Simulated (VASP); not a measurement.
The system is Ga2Te2O.

```
Ga Te O
1.0
     4.10000    0.00000    0.00000
    -2.05000    3.55070    0.00000
     0.00000    0.00000    9.20000
Ga Te O
2 2 1
Direct
  0.00000 0.00000 0.19700
  0.00000 0.00000 0.80300
  0.66667 0.33333 0.68500
  0.33333 0.66667 0.31500
  0.00000 0.00000 0.00000
```

- Program: VASP 6.6.1
- Task: relaxation of cell and atoms
- Functional: PBE
- Potentials or basis: VASP PAW PBE potentials, release 64 (Ga_d, Te, O)
- Cutoff: 600 eV
- k mesh: 3 × 3 × 2
- Occupations: gaussian, width 0.15 eV
- Spin: no spin polarisation

At the start: pressure 3.6 GPa; volume 26.79 Å³/atom.

Q: How do energy, volume and symmetry change on relaxing?

A: Over 6 steps the energy falls by 51.3 meV/atom and the volume is 28.99 Å³/atom (+8.2 %); space group P-3m1 (No. 164, to 0.1 Å) before and after.

The path:
```tsv
step	energy change (eV)	largest force (eV/Å)	pressure (GPa)	volume (Å³)
1	0.0000	1.6351	3.58	133.93
2	-0.1767	1.4882	0.85	145.75
3	-0.2395	0.3363	1.39	141.60
4	-0.2401	0.4890	-1.10	147.38
5	-0.2560	0.1028	0.07	144.46
6	-0.2566	0.0589	0.00	144.93
```

Final structure:
```
CELL_PARAMETERS angstrom
4.24798 0.00000 0.00000
-2.12399 3.67886 0.00000
0.00000 0.00000 9.27363
ATOMIC_POSITIONS crystal
Ga 0.00000 0.00000 0.19147
Ga 0.00000 0.00000 0.80853
Te 0.66667 0.33333 0.68207
Te 0.33333 0.66667 0.31793
O 0.00000 0.00000 0.00000
```

Caveat: the k points lie up to 0.57 Å⁻¹ apart in the final cell; this functional lacks dispersion, which binds the layers, so the pressure and a relaxed spacing across them are unreliable; the relaxation stopped at a loose force limit of 0.08 eV/Å, so its end isn't a converged minimum.
